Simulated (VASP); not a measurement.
The system is Au.

```
Au
1.0
     0.00000    2.05681    2.05681
     2.05681    0.00000    2.05681
     2.05681    2.05681    0.00000
Au
1
Direct
  0.00000 0.00000 0.00000
```

Base run:

| Item | Value |
| --- | --- |
| Program | VASP 6.6.1 |
| Functional | PBE |
| Potentials or basis | VASP PAW PBE potentials, release 64 (Au) |
| Cutoff | 520 eV |
| k mesh | 12 × 12 × 12 |
| Occupations | fermi-dirac, width 0.06 eV |
| Spin | no spin polarisation |

Its results: pressure 4.7 GPa.

Q: After a change of settings the same cell gave: pressure 2.6 GPa. Which change was it?
A. functional from PBE to LDA; potentials or basis from VASP PAW PBE potentials, release 64 (Au) to VASP PAW LDA potentials, release 64 (Au)
B. functional from PBE to PBEsol
C. functional from PBE to r2SCAN; cutoff from 520 eV to 550 eV; k mesh from 12 × 12 × 12 to 6 × 6 × 6

A: C.

Caveats: some runs use coarse meshes; the PAW data sets were made with another functional, which shifts forces and pressure a little (some runs).
